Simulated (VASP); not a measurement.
## TiO: relaxation of cell and atoms with r2SCAN

TiO:

```
Ti O
1.0
     4.08667    0.00000    0.00000
     0.00000    4.08667    0.00000
     0.00000    0.00000    4.08667
Ti O
3 3
Direct
  0.50000 0.50000 0.00000
  0.00000 0.50000 0.50000
  0.50000 0.00000 0.50000
  0.00000 0.50000 0.00000
  0.50000 0.00000 0.00000
  0.00000 0.00000 0.50000
```

```
Program                : VASP 6.6.1
Task                   : relaxation of cell and atoms
Functional             : r2SCAN
Potentials or basis    : VASP PAW PBE potentials, release 64 (Ti_sv, O)
Cutoff                 : 600 eV
k mesh                 : 10 × 10 × 10
Occupations            : gaussian, width 0.1 eV
Spin                   : no spin polarisation
Dipole correction      : no
Further INCAR settings : ALGO = Normal; EDIFF = 1e-07; IBRION = 2; EDIFFG = -0.01; NSW = 80; ISIF = 3
```

```json
{"Relaxed volume": "11.18 Å³/atom", "Relaxed cell": "a = 4.063 Å, b = 4.063 Å, c = 4.063 Å, α = 90.00°, β = 90.00°, γ = 90.00°", "Space group after relaxing (to 0.1 Å)": "Pm-3m (No. 221)", "Energy gained by relaxing": "2.4 meV/atom", "Ionic steps": "3", "Pressure after relaxing": "0.0 GPa", "Band gap on the k mesh": "zero (bands 27 and 28 overlap by 1.92 eV)"}
```

Step by step:
```
step  energy change (eV)  largest force (eV/Å)  pressure (GPa)  volume (Å³)
   1              0.0000                0.0000           -3.75        68.25
   2              0.0070                0.0000            4.92        65.65
   3             -0.0142                0.0000           -0.01        67.06
```

Final structure:
```xyz
6
Lattice="4.0629 0.0000 0.0000 0.0000 4.0629 0.0000 0.0000 0.0000 4.0629" Properties=species:S:1:pos:R:3 pbc="T T T"
Ti    2.0314    2.0314    0.0000
Ti    0.0000    2.0314    2.0314
Ti    2.0314    0.0000    2.0314
O     0.0000    2.0314    0.0000
O     2.0314    0.0000    0.0000
O     0.0000    0.0000    2.0314
```

Levels at points of the mesh, in eV from the Fermi level:
| k point | band 24 | band 25 | band 26 | band 27 | band 28 | band 29 | band 30 | band 31 |
| --- | --- | --- | --- | --- | --- | --- | --- | --- |
| (0.00, 0.00, 0.00) | -3.32 | -3.32 | -1.48 | -1.48 | -1.48 | 1.55 | 1.55 | 1.55 |
| (0.50, 0.00, 0.00) | -3.97 | -2.94 | -1.11 | 0.44 | 0.44 | 0.99 | 1.36 | 1.69 |
| (0.50, 0.50, 0.00) | -2.85 | -1.59 | -0.77 | -0.02 | -0.02 | 1.99 | 2.08 | 2.08 |
| (0.50, 0.50, 0.50) | -3.24 | -0.70 | -0.70 | -0.70 | 0.31 | 2.77 | 2.77 | 2.77 |

Wall time 54 min on 1 thread of Oxide Virtual Turin-like Processor, with other jobs on the host, peak memory 0.28 GiB.

Caveat: the PAW data sets were made with another functional, which shifts forces and pressure a little; semilocal functionals often make such compounds metallic where correlation or magnetic order opens a gap, which also shifts bond lengths.
